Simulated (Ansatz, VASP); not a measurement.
# Two plane-wave programs on Al

```
Al
1.0
     2.81463    0.00000    0.00000
    -1.40732    2.43754    0.00000
     0.00000    0.00000    9.39075
Al
4
Direct
  0.00000 0.00000 0.00000
  0.33333 0.66667 0.25000
  0.00000 0.00000 0.50000
  0.66667 0.33333 0.75000
```

Alike in both runs: task single point; functional PBE; dispersion D3(BJ); k mesh 18 × 18 × 6; occupations gaussian, width 0.15 eV; no spin polarisation.

|  | VASP | Ansatz |
| --- | --- | --- |
| version | VASP 6.6.1 | Ansatz 0.2.0 |
| potentials or method | VASP PAW PBE potentials, release 64 (Al), cutoff 520 eV | scalar-relativistic, plane waves, PAW |
| valence electrons in the cell | 12 | 12 |

Ansatz gave:

- gap on the k mesh at the Fermi level (eV): none
- pressure (GPa): -1.3
- traceless stress, the component that is largest in VASP (GPa): -1.20

Question: Estimate VASP's values.

Answer: gap on the k mesh at the Fermi level (eV): none; pressure (GPa): -1.3; traceless stress, the component that is largest in VASP (GPa): -1.19.

A gap of «none» marks a metal or a gap that the smearing closes.
